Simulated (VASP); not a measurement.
# Ta (Im-3m) in VASP: notebook

The runs below take Ta through single point, with r2SCAN.

All numbers are computed with VASP 6.6.1; they aren't measurements. Logs are shortened: lines on timing, memory, paths and dates and some standing lists are left out, and cuts for length are marked.

### Step 1. The cell of the first run

Symmetry: Im-3m, No. 229, cubic system. The conventional cell has a = 3.303 Å, b = 3.303 Å, c = 3.303 Å, α = 90.00°, β = 90.00°, γ = 90.00°. Within 3.8 Å of Ta (site symmetry m-3m) lie 14 Ta at 2.86 to 3.30 Å.

### Step 2. Single point, r2SCAN

Input file POSCAR:

```
Ta
1.0
   -1.6512800000      1.6512800000      1.6512800000
    1.6512800000     -1.6512800000      1.6512800000
    1.6512800000      1.6512800000     -1.6512800000
Ta
1
Direct
    0.0000000000      0.0000000000      0.0000000000
```

Input file INCAR.step1:

```
SYSTEM = Ta
  PREC = Accurate
  ENCUT = 520
  ISMEAR = 0
  SIGMA = 0.15
  LREAL = .FALSE.
  LASPH = .TRUE.
  NELM = 60
  NBANDS = 12
  GGA = PE
  ALGO = Normal
  EDIFF = 1E-4
  LWAVE = .TRUE.
  LCHARG = .FALSE.
```

Input file INCAR.step2:

```
SYSTEM = Ta
  PREC = Accurate
  ENCUT = 520
  EDIFF = 1E-6
  ISMEAR = 0
  SIGMA = 0.15
  LREAL = .FALSE.
  LASPH = .TRUE.
  NELM = 60
  ALGO = Normal
  ISIF = 2
  LWAVE = .FALSE.
  LCHARG = .FALSE.
  METAGGA = R2SCAN
  LMIXTAU = .TRUE.
  NBANDS = 12
  ISTART = 1
```

Input file KPOINTS:

```
regular mesh
0
G
  20 20 20
  0 0 0
```

Potentials or basis: VASP PAW PBE potentials, release 64 (Ta_pv).

Started as:

```
cat potpaw_PBE.64/Ta_pv/POTCAR > POTCAR
cp INCAR.step1 INCAR
mpirun -np 1 vasp_std > vasp.out
cp INCAR.step2 INCAR
mpirun -np 1 vasp_std > vasp.out
```

OUTCAR:

```text
SYSTEM = Ta
   PREC = Accurate
   ENCUT = 520
   EDIFF = 1E-6
   ISMEAR = 0
   LREAL = .FALSE.
   LASPH = .TRUE.
   NELM = 60
   ISIF = 2
   METAGGA = R2SCAN
   ISTART = 1

 ion  position               nearest neighbor table
   1  0.000  0.000  0.000-

  LATTYP: Found a body centered cubic cell.
 ALAT       =     3.3025600000

  Lattice vectors:

 A1 = (  -1.6512800000,   1.6512800000,   1.6512800000)
 A2 = (   1.6512800000,  -1.6512800000,   1.6512800000)
 A3 = (   1.6512800000,   1.6512800000,  -1.6512800000)

Analysis of symmetry for initial positions (statically):
=====================================================================
 Subroutine PRICEL returns:
 Original cell was already a primitive cell.

 Routine SETGRP: Setting up the symmetry group for a
 body centered cubic supercell.

 Subroutine GETGRP returns: Found 48 space group operations
 (whereof 48 operations were pure point group operations)
 out of a pool of 48 trial point group operations.

The static configuration has the point symmetry O_h .

Analysis of symmetry for dynamics (positions and initial velocities):
=====================================================================
 Subroutine PRICEL returns:
 Original cell was already a primitive cell.

 Routine SETGRP: Setting up the symmetry group for a
 body centered cubic supercell.

 Subroutine GETGRP returns: Found 48 space group operations
 (whereof 48 operations were pure point group operations)
 out of a pool of 48 trial point group operations.

The dynamic configuration has the point symmetry O_h .

 Subroutine INISYM returns: Found 48 space group operations
 (whereof 48 operations are pure point group operations),
 and found     1 'primitive' translations

----------------------------------------------------------------------------------------

                                     Primitive cell

  volume of cell :      18.0104

  direct lattice vectors                    reciprocal lattice vectors
    -1.651280000  1.651280000  1.651280000     0.000000000  0.302795407  0.302795407
     1.651280000 -1.651280000  1.651280000     0.302795407  0.000000000  0.302795407
     1.651280000  1.651280000 -1.651280000     0.302795407  0.302795407  0.000000000

  length of vectors
     2.860100858  2.860100858  2.860100858     0.428217371  0.428217371  0.428217371

  position of ions in fractional coordinates (direct lattice)
     0.000000000  0.000000000  0.000000000

  ion indices of the primitive-cell ions
   primitive index   ion index
                 1           1

[... 78 lines left out ...]
   ISYM   =      2    0-nonsym 1-usesym 2-fastsym
   POTIM  = 0.5000    time-step for ionic-motion
   TEBEG  =    0.0;   TEEND  =   0.0 temperature during run
   PSTRESS=    0.0 pullay stress
   NELECT =      11.0000    total number of electrons
   NUPDOWN=      -1.0000    fix difference up-down
   EMIN   =  10.00;   EMAX   =-10.00  energy-range for DOS
   EFERMI =   0.00;   METHOD = LEGACY
   ISMEAR =     0;   SIGMA  =   0.15  broadening in eV -4-tet -1-fermi 0-gaus
   EFERMI_NEDOS =   21; number of points for ismear=-14 and -15
   IALGO  =     38    algorithm
   IMIX   =      4    mixing-type and parameters
     AMIX     =   0.40;   BMIX     =  1.00
     AMIX_MAG =   1.60;   BMIX_MAG =  1.00
  volume/ion in A,a.u.               =      18.01       121.54
  Fermi-wavevector in a.u.,A,eV,Ry     =   1.388988  2.624806 26.249534  1.929286
  Thomas-Fermi vector in A             =   2.513061
   LORBIT       =      0    0 simple, 1 ext, 2 COOP (PROOUT), +10 PAW based schemes
   METAGGA = R2SCAN    functional components
   LHFCALC =     F    Hartree Fock is set to
   AEXX    =    0.0000 exact exchange contribution
   IVDW    =     0    specifies the selected vdW correction
   LEPSILON=     F    determine dielectric tensor
   LRPA    =     F    only Hartree local field effects (RPA)
 non-spin polarized calculation
 Gauss-broadening in eV      SIGMA  =   0.15
  energy-cutoff  :      520.00
  volume of cell :       18.01
 maximum number of plane-waves:       498
 NGX is ok and might be reduce to    24
   NGX = 11   NGY = 11   NGZ = 11

 number of electron      11.0000002 magnetization

 Free energy of the ion-electron system (eV)
  ---------------------------------------------------
  ext. energy  EPLUGINS =         0.00000000
  ---------------------------------------------------
  free energy    TOTEN  =       -48.58677105 eV

  energy without entropy =      -48.57323388  energy(sigma->0) =      -48.58000247

 E-fermi :   5.3164     XC(G=0): -13.7719

 val. band max:        5.3145629234   @ k =  -0.2500   0.4000   0.1000
 cond. band min:       5.3255019536   @ k =  -0.2000   0.2500   0.1000
 fundamental gap:      0.0109390302
 Fermi energy:         5.3163759794

 k-point     1 :       0.0000    0.0000    0.0000
  band No.  band energies     occupation
      1     -28.8971      2.00000
      2     -28.8971      2.00000
      3     -28.8971      2.00000
      4      -3.0043      2.00000
      5       6.1671      0.00000
      6       6.1671      0.00000
      7       6.1671      0.00000
      8       9.6552      0.00000
      9       9.6552      0.00000
     10      17.4354      0.00000
     11      21.1034      0.00000
     12      21.1034      0.00000
[... 331 lines left out ...]
 k-point    24 :       0.2500    0.1000    0.0000
  band No.  band energies     occupation
      1     -29.7418      2.00000
      2     -29.1726      2.00000
      3     -28.9454      2.00000
      4       0.3627      2.00000
      5       4.4386      2.00000
      6       4.8780      1.99996
      7       8.8794      0.00000
      8      10.2865      0.00000
      9      10.4005      0.00000
     10      17.4341      0.00000
     11      20.3551      0.00000
     12      21.8316      0.00000

 [... further k-points ...]
[... 5 lines left out ...]
  --------------------------------------------------------------------------------------
  -------------------------------------------------------------------------------------
  Total        0.1245183      0.1245183      0.1245183     -0.0000000     -0.0000000     -0.0000000
  in kB       11.0769845     11.0769845     11.0769845     -0.0000000     -0.0000000     -0.0000000
  external PRESSURE =      11.0769845 kB  Pullay stress =       0.0000000 kB

 VOLUME and BASIS-vectors are now :
 -----------------------------------------------------------------------------
  energy-cutoff  :      520.00
  volume of cell :       18.01
      direct lattice vectors                 reciprocal lattice vectors
    -1.651280000  1.651280000  1.651280000     0.000000000  0.302795407  0.302795407
     1.651280000 -1.651280000  1.651280000     0.302795407  0.000000000  0.302795407
     1.651280000  1.651280000 -1.651280000     0.302795407  0.302795407  0.000000000

 POSITION                                       TOTAL-FORCE (eV/Angst)
 -----------------------------------------------------------------------------------
      0.00000      0.00000      0.00000        -0.000000     -0.000000      0.000000
 -----------------------------------------------------------------------------------
    total drift:                               -0.000000      0.000000      0.000000

  FREE ENERGIE OF THE ION-ELECTRON SYSTEM (eV)
  ---------------------------------------------------
  free  energy   TOTEN  =       -48.5867710550 eV

  energy  without entropy=      -48.5732338791  energy(sigma->0) =      -48.58000247
```

OUTCAR.step1:

```text
SYSTEM = Ta
   PREC = Accurate
   ENCUT = 520
   ISMEAR = 0
   LREAL = .FALSE.
   LASPH = .TRUE.
   NELM = 60
[... 577 lines left out ...]
 -----------------------------------------------------------------------------------
      0.00000      0.00000      0.00000         0.000000     -0.000000      0.000000
 -----------------------------------------------------------------------------------
    total drift:                                0.000000      0.000000     -0.000000

  FREE ENERGIE OF THE ION-ELECTRON SYSTEM (eV)
  ---------------------------------------------------
  free  energy   TOTEN  =       -11.8175174565 eV

  energy  without entropy=      -11.8031700494  energy(sigma->0) =      -11.81034375
```

It took 2.9 min on 1 thread of Intel Xeon Platinum 8259CL at 2.50GHz (Skylake/Cascade Lake), shared host; peak memory 0.18 GiB.

What came out:

```yaml
Free_energy: -48.5868 eV
Pressure: 1.1 GPa
```

Caveat: the PAW data sets were made with another functional, which shifts forces and pressure a little; spin-orbit coupling is left out, which moves the levels of the heavy elements.

### Step 3. Single point, r2SCAN

POSCAR is that of step 2.

Input file INCAR.step1:

```
PREC = Accurate ; ENCUT = 520
ISMEAR = 0 ; SIGMA = 0.15
LREAL = False ; LASPH = True
NELM = 100 ; NBANDS = 12
GGA = PE ; ALGO = Normal
EDIFF = 1E-4 ; LWAVE = True
LCHARG = False
```

Input file INCAR.step2:

```
PREC = Accurate ; ENCUT = 520
EDIFF = 1E-7 ; ISMEAR = 0
SIGMA = 0.15 ; LREAL = False
LASPH = True ; NELM = 100
ALGO = Normal ; ISIF = 2
LWAVE = False ; LCHARG = True
METAGGA = R2SCAN ; LMIXTAU = True
LELF = True ; LVHAR = True
NBANDS = 12 ; ISTART = 1
```

Input file KPOINTS:

```
Automatic mesh
0
Gamma
  22 22 22
```

Potentials or basis: VASP PAW PBE potentials, release 64 (Ta_pv).

Started as:

```
cat potpaw_PBE.64/Ta_pv/POTCAR > POTCAR
cp INCAR.step1 INCAR
mpirun -np 1 vasp_std > vasp.out
cp INCAR.step2 INCAR
mpirun -np 1 vasp_std > vasp.out
```

OUTCAR:

```text
PREC = Accurate
   ENCUT = 520
   EDIFF = 1E-7
   ISMEAR = 0
   LREAL = False
   LASPH = True
   NELM = 100
   ISIF = 2
   METAGGA = R2SCAN
   ISTART = 1

 ion  position               nearest neighbor table
   1  0.000  0.000  0.000-

  LATTYP: Found a body centered cubic cell.
 ALAT       =     3.3025600000

  Lattice vectors:

 A1 = (  -1.6512800000,   1.6512800000,   1.6512800000)
 A2 = (   1.6512800000,  -1.6512800000,   1.6512800000)
 A3 = (   1.6512800000,   1.6512800000,  -1.6512800000)

Analysis of symmetry for initial positions (statically):
=====================================================================
 Subroutine PRICEL returns:
 Original cell was already a primitive cell.

 Routine SETGRP: Setting up the symmetry group for a
 body centered cubic supercell.

 Subroutine GETGRP returns: Found 48 space group operations
 (whereof 48 operations were pure point group operations)
 out of a pool of 48 trial point group operations.

The static configuration has the point symmetry O_h .

Analysis of symmetry for dynamics (positions and initial velocities):
=====================================================================
 Subroutine PRICEL returns:
 Original cell was already a primitive cell.

 Routine SETGRP: Setting up the symmetry group for a
 body centered cubic supercell.

 Subroutine GETGRP returns: Found 48 space group operations
 (whereof 48 operations were pure point group operations)
 out of a pool of 48 trial point group operations.

The dynamic configuration has the point symmetry O_h .

 Subroutine INISYM returns: Found 48 space group operations
 (whereof 48 operations are pure point group operations),
 and found     1 'primitive' translations

[... 111 lines left out ...]
     AMIX     =   0.40;   BMIX     =  1.00
     AMIX_MAG =   1.60;   BMIX_MAG =  1.00
  volume/ion in A,a.u.               =      18.01       121.54
  Fermi-wavevector in a.u.,A,eV,Ry     =   1.388988  2.624806 26.249534  1.929286
  Thomas-Fermi vector in A             =   2.513061
   LORBIT       =      0    0 simple, 1 ext, 2 COOP (PROOUT), +10 PAW based schemes
   METAGGA = R2SCAN    functional components
   LHFCALC =     F    Hartree Fock is set to
   AEXX    =    0.0000 exact exchange contribution
   IVDW    =     0    specifies the selected vdW correction
   LEPSILON=     F    determine dielectric tensor
   LRPA    =     F    only Hartree local field effects (RPA)
 non-spin polarized calculation
 Gauss-broadening in eV      SIGMA  =   0.15
  energy-cutoff  :      520.00
  volume of cell :       18.01
 maximum number of plane-waves:       496
 NGX is ok and might be reduce to    24
   NGX = 11   NGY = 11   NGZ = 11

 number of electron      11.0000002 magnetization

 Free energy of the ion-electron system (eV)
  ---------------------------------------------------
  ext. energy  EPLUGINS =         0.00000000
  ---------------------------------------------------
  free energy    TOTEN  =       -48.58635629 eV

  energy without entropy =      -48.57213909  energy(sigma->0) =      -48.57924769

 E-fermi :   5.3180     XC(G=0): -13.7723

 val. band max:        5.3120340180   @ k =  -0.3182   0.3636   0.1364
 cond. band min:       5.3181822473   @ k =   0.1818   0.0000   0.0000
 fundamental gap:      0.0061482293
 Fermi energy:         5.3180287915

 k-point     1 :       0.0000    0.0000    0.0000
  band No.  band energies     occupation
      1     -28.8996      2.00000
      2     -28.8996      2.00000
      3     -28.8996      2.00000
      4      -3.0043      2.00000
      5       6.1661      0.00000
      6       6.1661      0.00000
      7       6.1661      0.00000
      8       9.6543      0.00000
      9       9.6543      0.00000
     10      17.4294      0.00000
     11      21.1034      0.00000
     12      21.1034      0.00000
[... 331 lines left out ...]
 k-point    24 :       0.1364    0.0909    0.0000
  band No.  band energies     occupation
      1     -29.3387      2.00000
      2     -29.0134      2.00000
      3     -28.9335      2.00000
      4      -1.3374      2.00000
      5       5.2871      1.22951
      6       5.4172      0.34998
      7       7.9773      0.00000
      8       8.6576      0.00000
      9       9.9208      0.00000
     10      17.4290      0.00000
     11      22.2662      0.00000
     12      23.1230      0.00000

 [... further k-points ...]
[... 5 lines left out ...]
  --------------------------------------------------------------------------------------
  -------------------------------------------------------------------------------------
  Total        0.1429014      0.1429014      0.1429014      0.0000000     -0.0000000      0.0000000
  in kB       12.7123261     12.7123261     12.7123261      0.0000000     -0.0000000      0.0000000
  external PRESSURE =      12.7123261 kB  Pullay stress =       0.0000000 kB

 VOLUME and BASIS-vectors are now :
 -----------------------------------------------------------------------------
  energy-cutoff  :      520.00
  volume of cell :       18.01
      direct lattice vectors                 reciprocal lattice vectors
    -1.651280000  1.651280000  1.651280000     0.000000000  0.302795407  0.302795407
     1.651280000 -1.651280000  1.651280000     0.302795407  0.000000000  0.302795407
     1.651280000  1.651280000 -1.651280000     0.302795407  0.302795407  0.000000000

 POSITION                                       TOTAL-FORCE (eV/Angst)
 -----------------------------------------------------------------------------------
      0.00000      0.00000      0.00000         0.000000     -0.000000     -0.000000
 -----------------------------------------------------------------------------------
    total drift:                                0.000000      0.000000     -0.000000

  FREE ENERGIE OF THE ION-ELECTRON SYSTEM (eV)
  ---------------------------------------------------
  free  energy   TOTEN  =       -48.5863562947 eV

  energy  without entropy=      -48.5721390897  energy(sigma->0) =      -48.57924769
```

OSZICAR.step1:

```text
N       E                     dE             d eps       ncg     rms          rms(c)
DAV:   1     0.609693664246E+02    0.60969E+02   -0.60825E+03  7904   0.872E+02
DAV:   2    -0.112416613872E+02   -0.72211E+02   -0.70487E+02  8820   0.246E+02
DAV:   3    -0.122760739201E+02   -0.10344E+01   -0.10242E+01  9344   0.275E+01
DAV:   4    -0.122788233525E+02   -0.27494E-02   -0.27489E-02  8880   0.159E+00
DAV:   5    -0.122788325567E+02   -0.92041E-05   -0.92042E-05  8976   0.868E-02    0.135E+01
DAV:   6    -0.119243724279E+02    0.35446E+00   -0.28424E-01  9300   0.578E+00    0.657E+00
DAV:   7    -0.118175670584E+02    0.10681E+00   -0.25793E-01  9144   0.511E+00    0.382E-01
DAV:   8    -0.118167455164E+02    0.82154E-03   -0.80200E-03  8512   0.741E-01    0.153E-01
DAV:   9    -0.118167235111E+02    0.22005E-04   -0.13002E-04  7540   0.124E-01
   1 F= -.11816724E+02 E0= -.11809016E+02  d E =-.154158E-01
```

Run time: 5.1 min. Hardware: 1 thread of Intel Xeon Platinum 8259CL at 2.50GHz (Skylake/Cascade Lake), shared host; peak memory 0.2 GiB.

What came out:

```
Free energy : -48.5864 eV
Pressure    : 1.3 GPa
```

Levels at points of the mesh, in eV from the Fermi level:
```tsv
k point	band 2	band 3	band 4	band 5	band 6	band 7	band 8	band 9	band 10	band 11
(0.00, 0.00, 0.00)	-34.22	-34.22	-8.32	0.85	0.85	0.85	4.34	4.34	12.11	15.79
(0.50, 0.00, 0.00)	-34.61	-34.23	-4.55	-1.56	1.48	4.21	5.27	8.10	12.08	12.41
(0.50, 0.50, 0.50)	-35.07	-35.07	-3.94	-3.94	7.12	7.12	7.12	9.03	9.03	9.03
```

Caveat: the PAW data sets were made with another functional, which shifts forces and pressure a little; spin-orbit coupling is left out, which moves the levels of the heavy elements.
